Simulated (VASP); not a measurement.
# C (P-3m1) in VASP: further runs

The runs below take C through single point, with PBE+D3(BJ).

Everything below comes from runs of VASP 6.6.1. Logs are shortened: lines on timing, memory, paths and dates and some standing lists are left out, and cuts for length are marked.

### Step 1. The cell of the first run

Symmetry: P-3m1, No. 164, trigonal system. The conventional cell has a = 2.465 Å, b = 2.465 Å, c = 13.177 Å, α = 90.00°, β = 90.00°, γ = 120.00°. Within 1.9 Å of C (site symmetry 3m) lie 3 C at 1.42 Å. Within 1.9 Å of C (site symmetry 3m) lie 3 C at 1.42 Å. C (site symmetry 3m) has 3 C at 1.42 Å within 1.9 Å. Within 1.9 Å of C (site symmetry 3m) lie 3 C at 1.42 Å.

### Step 2. Single point, PBE+D3(BJ)

Contents of INCAR:

```
SYSTEM = C
PREC     = Accurate       ! precision mode
ENCUT    = 520            ! plane-wave cutoff, eV
EDIFF    = 1E-6           ! SCF threshold, eV
ISMEAR   = 0              ! smearing method
SIGMA    = 0.15           ! smearing width, eV
LREAL    = .False.        ! projectors in reciprocal space
LASPH    = .True.         ! aspherical terms in the spheres
NELM     = 60             ! most SCF steps
ALGO     = Normal         ! electronic algorithm
ISIF     = 2              ! what is computed and relaxed
LWAVE    = .False.        ! write WAVECAR
LCHARG   = .False.        ! write CHGCAR
GGA      = PE             ! functional
IVDW     = 12             ! dispersion correction
NBANDS   = 26             ! bands
```

Contents of KPOINTS:

```
Automatic mesh
0
Gamma
  22 22 4
  0 0 0
```

Contents of POSCAR:

```
C
1.0
   -1.2324898335     -2.1347350114      0.0000000000
    1.2324898335     -2.1347350114      0.0000000000
    0.0000000000      0.0000000000     13.1768657407
C
8
Direct
    1.0000000000      1.0000000000      0.8948701392
    1.0000000000      1.0000000000      0.3834865520
    0.0000000000      0.0000000000      0.1277947584
    0.0000000000      0.0000000000      0.6391783456
    0.6666666667      0.6666666667      0.8948701392
    0.6666666667      0.6666666667      0.3834865520
    0.3333333333      0.3333333333      0.1277947584
    0.3333333333      0.3333333333      0.6391783456
```

Potentials or basis: VASP PAW PBE potentials, release 64 (C).

Started as:

```console
cat potpaw_PBE.64/C/POTCAR > POTCAR
mpirun -np 1 vasp_std > vasp.out
```

OUTCAR:

```text
SYSTEM = C
   PREC = Accurate
   ENCUT = 520
   EDIFF = 1E-6
   ISMEAR = 0
   LREAL = .False.
   LASPH = .True.
   NELM = 60
   ISIF = 2
   GGA = PE
   IVDW = 12
 IVDW          = 12

 ion  position               nearest neighbor table
   1  0.000  0.000  0.895-   5 1.42   5 1.42   5 1.42
   2  0.000  0.000  0.383-   6 1.42   6 1.42   6 1.42
   3  0.000  0.000  0.128-   7 1.42   7 1.42   7 1.42
   4  0.000  0.000  0.639-   8 1.42   8 1.42   8 1.42
   5  0.667  0.667  0.895-   1 1.42   1 1.42   1 1.42
   6  0.667  0.667  0.383-   2 1.42   2 1.42   2 1.42
   7  0.333  0.333  0.128-   3 1.42   3 1.42   3 1.42
   8  0.333  0.333  0.639-   4 1.42   4 1.42   4 1.42

  LATTYP: Found a hexagonal cell.
 ALAT       =     2.4649796670
 C/A-ratio  =     5.3456285734

  Lattice vectors:

 A1 = (  -1.2324898335,   2.1347350114,   0.0000000000)
 A2 = (  -1.2324898335,  -2.1347350114,   0.0000000000)
 A3 = (   0.0000000000,   0.0000000000,  13.1768657407)

Analysis of symmetry for initial positions (statically):
=====================================================================
 Subroutine PRICEL returns:
 Original cell was already a primitive cell.

 Routine SETGRP: Setting up the symmetry group for a
 hexagonal supercell.

 Subroutine GETGRP returns: Found 12 space group operations
 (whereof  6 operations were pure point group operations)
 out of a pool of 24 trial point group operations.

The static configuration has the point symmetry C_3v.
 The point group associated with its full space group is D_3d.

Analysis of symmetry for dynamics (positions and initial velocities):
=====================================================================
 Subroutine PRICEL returns:
 Original cell was already a primitive cell.

 Routine SETGRP: Setting up the symmetry group for a
 hexagonal supercell.

 Subroutine GETGRP returns: Found 12 space group operations
 (whereof  6 operations were pure point group operations)
 out of a pool of 24 trial point group operations.

The dynamic configuration has the point symmetry C_3v.
 The point group associated with its full space group is D_3d.

 Subroutine INISYM returns: Found 12 space group operations
 (whereof  6 operations are pure point group operations),
 and found     1 'primitive' translations

----------------------------------------------------------------------------------------

                                     Primitive cell

  volume of cell :      69.3377

  direct lattice vectors                    reciprocal lattice vectors
    -1.232489834 -2.134735011  0.000000000    -0.405682860 -0.234221108  0.000000000
     1.232489834 -2.134735011  0.000000000     0.405682860 -0.234221108  0.000000000
     0.000000000  0.000000000 13.176865741     0.000000000  0.000000000  0.075890581

  length of vectors
     2.464979667  2.464979667 13.176865741     0.468442216  0.468442216  0.075890581

  position of ions in fractional coordinates (direct lattice)
     0.000000000  0.000000000  0.894870139
     0.000000000  0.000000000  0.383486552
     0.000000000  0.000000000  0.127794758
     0.000000000  0.000000000  0.639178346
     0.666666667  0.666666667  0.894870139
     0.666666667  0.666666667  0.383486552
     0.333333333  0.333333333  0.127794758
     0.333333333  0.333333333  0.639178346

  ion indices of the primitive-cell ions
   primitive index   ion index
                 1           1
                 2           2
                 3           3
                 4           4
                 5           5
                 6           6
                 7           7
                 8           8

----------------------------------------------------------------------------------------

 KPOINTS: Automatic mesh

Automatic generation of k-mesh.
 Grid dimensions read from file:
 generate k-points for:   22   22    4

 Generating k-lattice:

  Cartesian coordinates                     Fractional coordinates (reciprocal lattice)
    -0.018440130 -0.010646414  0.000000000     0.045454545 -0.000000000  0.000000000
     0.018440130 -0.010646414  0.000000000    -0.000000000  0.045454545  0.000000000
     0.000000000  0.000000000  0.018972645     0.000000000  0.000000000  0.250000000

  Length of vectors
     0.021292828  0.021292828  0.018972645

  Shift w.r.t. Gamma in fractional coordinates (k-lattice)
     0.000000000  0.000000000  0.000000000

 Subroutine IBZKPT returns following result:
 ===========================================

 Found    196 irreducible k-points:

 Following reciprocal coordinates:
            Coordinates               Weight
  0.000000  0.000000  0.000000      1.000000
  0.045455 -0.000000  0.000000      6.000000
  0.090909 -0.000000  0.000000      6.000000
  0.136364 -0.000000  0.000000      6.000000
  0.181818  0.000000  0.000000      6.000000
  0.227273 -0.000000  0.000000      6.000000
[... 16 lines left out ...]
  0.181818  0.090909  0.000000      6.000000
  0.227273  0.090909  0.000000     12.000000
 [... further k-points ...]
   k-points           NKPTS =    196   k-points in BZ     NKDIM =    196   number of bands    NBANDS=     26
   number of dos      NEDOS =    301   number of ions     NIONS =      8
   total plane-waves  NPLWV =  31752
   dimension x,y,z NGX =    18 NGY =   18 NGZ =   98
   dimension x,y,z NGXF=    36 NGYF=   36 NGZF=  196
   ions per type =               8
   NGX,Y,Z   is equivalent  to a cutoff of  12.14, 12.14, 12.36 a.u.
   NGXF,Y,Z  is equivalent  to a cutoff of  24.28, 24.28, 24.73 a.u.
 SYSTEM =  C
   PREC   = accura    normal or accurate (medium, high low for compatibility)
   ISTART =      0    job   : 0-new  1-cont  2-samecut
   ICHARG =      2    charge: 1-file 2-atom 10-const
   ISPIN  =      1    spin polarized calculation?
   LNONCOLLINEAR =      F non collinear calculations
   LSORBIT =      F    spin-orbit coupling
   LASPH  =      T    aspherical Exc in radial PAW
   ENCUT  =  520.0 eV  38.22 Ry    6.18 a.u.   4.58  4.58 24.50*2*pi/ulx,y,z
   NELM   =     60;   NELMIN=  2; NELMDL= -5     # of ELM steps
   EDIFF  = 0.1E-05   stopping-criterion for ELM
   LREAL  =      F    real-space projection
   EDIFFG = 0.1E-04   stopping-criterion for IOM
   NSW    =      0    number of steps for IOM
   IBRION =     -1    ionic relax: 0-MD 1-quasi-New 2-CG
   NFREE  =      0    steps in history (QN), initial steepest desc. (CG)
   ISIF   =      2    stress and relaxation
   ISYM   =      2    0-nonsym 1-usesym 2-fastsym
   POTIM  = 0.5000    time-step for ionic-motion
   TEBEG  =    0.0;   TEEND  =   0.0 temperature during run
   PSTRESS=    0.0 pullay stress
   NELECT =      32.0000    total number of electrons
   NUPDOWN=      -1.0000    fix difference up-down
   EMIN   =  10.00;   EMAX   =-10.00  energy-range for DOS
   EFERMI =   0.00;   METHOD = LEGACY
   ISMEAR =     0;   SIGMA  =   0.15  broadening in eV -4-tet -1-fermi 0-gaus
   EFERMI_NEDOS =   21; number of points for ismear=-14 and -15
   IALGO  =     38    algorithm
   IMIX   =      4    mixing-type and parameters
     AMIX     =   0.40;   BMIX     =  1.00
     AMIX_MAG =   1.60;   BMIX_MAG =  1.00
  volume/ion in A,a.u.               =       8.67        58.49
  Fermi-wavevector in a.u.,A,eV,Ry     =   1.265130  2.390748 21.776844  1.600553
  Thomas-Fermi vector in A             =   2.398399
   LORBIT       =      0    0 simple, 1 ext, 2 COOP (PROOUT), +10 PAW based schemes
   GGA     = PE    functional components
   LHFCALC =     F    Hartree Fock is set to
   AEXX    =    0.0000 exact exchange contribution
   IVDW    =    12    specifies the selected vdW correction
   LEPSILON=     F    determine dielectric tensor
   LRPA    =     F    only Hartree local field effects (RPA)
 non-spin polarized calculation
 Gauss-broadening in eV      SIGMA  =   0.15
  energy-cutoff  :      520.00
  volume of cell :       69.34
 maximum number of plane-waves:      1900
   NGX =  9   NGY =  9   NGZ = 49

 number of electron      31.9999990 magnetization

 Free energy of the ion-electron system (eV)
  ---------------------------------------------------
  ext. energy  EPLUGINS =         0.00000000
  ---------------------------------------------------
  free energy    TOTEN  =       -73.63813596 eV

  energy without entropy =      -73.63710998  energy(sigma->0) =      -73.63762297

 E-fermi :   4.8598     XC(G=0): -10.4445

 val. band max:        4.7428183069   @ k =  -0.3636   0.3182   0.0000
 cond. band min:       4.9756071201   @ k =  -0.3636   0.3182   0.0000
 fundamental gap:      0.2327888132
 Fermi energy:         4.8597712480

 k-point     1 :       0.0000    0.0000    0.0000
  band No.  band energies     occupation
      1     -14.8566      2.00000
      2     -14.6901      2.00000
      3     -14.6358      2.00000
      4     -14.4757      2.00000
      5      -3.7891      2.00000
      6      -2.8928      2.00000
[... 18 lines left out ...]
     25      13.2146      0.00000
     26      13.2232      0.00000

 k-point     2 :       0.0455   -0.0000    0.0000
  band No.  band energies     occupation
      1     -14.8071      2.00000
      2     -14.6410      2.00000
      3     -14.5869      2.00000
      4     -14.4273      2.00000
      5      -3.7291      2.00000
      6      -2.8344      2.00000
[... 18 lines left out ...]
     25      13.4023      0.00000
     26      13.4297      0.00000

 k-point     3 :       0.0909   -0.0000    0.0000
  band No.  band energies     occupation
      1     -14.6590      2.00000
      2     -14.4942      2.00000
      3     -14.4405      2.00000
      4     -14.2824      2.00000
      5      -3.5494      2.00000
      6      -2.6595      2.00000
[... 18 lines left out ...]
     25      14.0190      0.00000
     26      14.0254      0.00000

 k-point     4 :       0.1364   -0.0000    0.0000
  band No.  band energies     occupation
      1     -14.4126      2.00000
      2     -14.2500      2.00000
      3     -14.1969      2.00000
      4     -14.0413      2.00000
      5      -3.2513      2.00000
      6      -2.3695      2.00000
[... 18 lines left out ...]
     25      14.9292      0.00000
     26      14.9515      0.00000

 k-point     5 :       0.1818    0.0000    0.0000
  band No.  band energies     occupation
      1     -14.0688      2.00000
      2     -13.9092      2.00000
      3     -13.8571      2.00000
      4     -13.7049      2.00000
      5      -2.8366      2.00000
      6      -1.9669      2.00000
[... 18 lines left out ...]
     25      13.9188      0.00000
     26      14.1133      0.00000

 k-point     6 :       0.2273   -0.0000    0.0000
  band No.  band energies     occupation
      1     -13.6289      2.00000
      2     -13.4731      2.00000
      3     -13.4223      2.00000
      4     -13.2744      2.00000
      5      -2.3090      2.00000
      6      -2.0280      2.00000
[... 427 lines left out ...]
 k-point    21 :       0.4545    0.0455    0.0000
  band No.  band energies     occupation
      1     -10.5118      2.00000
      2     -10.3858      2.00000
      3     -10.3451      2.00000
      4     -10.2307      2.00000
      5      -7.3063      2.00000
      6      -7.2082      2.00000
[... 18 lines left out ...]
     25      14.6382      0.00000
     26      16.4919      0.00000

 k-point    22 :       0.5000    0.0455    0.0000
  band No.  band energies     occupation
      1      -9.6925      2.00000
      2      -9.5881      2.00000
      3      -9.5565      2.00000
      4      -9.4725      2.00000
      5      -8.2234      2.00000
      6      -8.1422      2.00000
[... 18 lines left out ...]
     25      15.7285      0.00000
     26      16.8858      0.00000

 k-point    23 :       0.1818    0.0909    0.0000
  band No.  band energies     occupation
      1     -14.2651      2.00000
      2     -14.1038      2.00000
      3     -14.0512      2.00000
      4     -13.8970      2.00000
      5      -3.0730      2.00000
      6      -2.1963      2.00000
[... 18 lines left out ...]
     25      14.4676      0.00000
     26      14.5606      0.00000

 k-point    24 :       0.2273    0.0909    0.0000
  band No.  band energies     occupation
      1     -13.9220      2.00000
      2     -13.7636      2.00000
      3     -13.7120      2.00000
      4     -13.5612      2.00000
      5      -2.6596      2.00000
      6      -1.7954      2.00000
[... 18 lines left out ...]
     25      13.8943      0.00000
     26      13.9567      0.00000

 [... further k-points ...]

------------------------ aborting loop because EDIFF is reached ----------------------------------------

 Edisp (eV)   -1.27933

 E8    (eV) :    -0.3636

  FORCE on cell =-STRESS in cart. coord.  units (eV):
  Direction    XX          YY          ZZ          XY          YZ          ZX
  --------------------------------------------------------------------------------------
  -------------------------------------------------------------------------------------
  Total       0.26912     0.26912     0.54066    -0.00000    -0.00000    -0.00000
  in kB       6.21851     6.21851    12.49295    -0.00000    -0.00000    -0.00000
  external pressure =        8.31 kB  Pullay stress =        0.00 kB

 VOLUME and BASIS-vectors are now :
 -----------------------------------------------------------------------------
  energy-cutoff  :      520.00
  volume of cell :       69.34
      direct lattice vectors                 reciprocal lattice vectors
    -1.232489834 -2.134735011  0.000000000    -0.405682860 -0.234221108  0.000000000
     1.232489834 -2.134735011  0.000000000     0.405682860 -0.234221108  0.000000000
     0.000000000  0.000000000 13.176865741     0.000000000  0.000000000  0.075890581

 POSITION                                       TOTAL-FORCE (eV/Angst)
 -----------------------------------------------------------------------------------
      0.00000      0.00000     11.79158        -0.000000     -0.000000     -0.079494
      0.00000      0.00000      5.05315        -0.000000      0.000000     -0.000415
      0.00000      0.00000      1.68393        -0.000000      0.000000      0.079494
      0.00000      0.00000      8.42237         0.000000      0.000000      0.000415
      0.00000     -2.84631     11.79158         0.000000      0.000000     -0.105341
      0.00000     -2.84631      5.05315         0.000000      0.000000     -0.000923
      0.00000     -1.42316      1.68393        -0.000000     -0.000000      0.105341
      0.00000     -1.42316      8.42237        -0.000000      0.000000      0.000923
 -----------------------------------------------------------------------------------
    total drift:                               -0.000000     -0.000000     -0.000014

  FREE ENERGIE OF THE ION-ELECTRON SYSTEM (eV)
  ---------------------------------------------------
  free  energy   TOTEN  =       -74.9174670164 eV

  energy  without entropy=      -74.9164410279  energy(sigma->0) =      -74.91695402
```

Wall time 1.8 min (1 thread of Intel Xeon 6975P-C (Granite Rapids), shared host); peak memory 0.35 GiB.

What came out:

| Quantity | Value |
| --- | --- |
| Free energy | -74.9175 eV |
| Pressure | 0.8 GPa |
| Largest force | 0.105 eV/Å |
| Band gap on the k mesh | 0.23 eV, direct |
| Dispersion energy per atom | -0.160 eV |

Forces in eV/Å, atoms in the order of the input:
```
C    0.000  0.000 -0.079
C    0.000  0.000  0.000
C    0.000  0.000  0.079
C    0.000  0.000  0.000
C    0.000  0.000 -0.105
C    0.000  0.000 -0.001
C    0.000  0.000  0.105
C    0.000  0.000  0.001
```

Stress tensor (GPa, compression positive):
```
0.62 0.00 0.00
0.00 0.62 0.00
0.00 0.00 1.25
```

Levels at points of the mesh, in eV from the valence-band top:
| k point | band 12 | band 13 | band 14 | band 15 | band 16 | band 17 | band 18 | band 19 | band 20 | band 21 |
| --- | --- | --- | --- | --- | --- | --- | --- | --- | --- | --- |
| (0.00, 0.00, 0.00) | -2.90 | -2.90 | -2.90 | -2.89 | -2.89 | 4.52 | 7.09 | 7.58 | 8.41 | 8.41 |
| (0.50, 0.00, 0.00) | -6.25 | -2.75 | -2.31 | -2.21 | -1.96 | 1.62 | 1.72 | 1.79 | 2.35 | 7.25 |
| (0.00, 0.00, 0.50) | -2.91 | -2.90 | -2.90 | -2.90 | -2.90 | 5.14 | 5.51 | 8.41 | 8.41 | 8.44 |
| (0.50, 0.00, 0.50) | -6.26 | -2.67 | -2.51 | -2.05 | -2.00 | 1.60 | 1.61 | 2.07 | 2.19 | 7.28 |

[end of part 1 of 2]
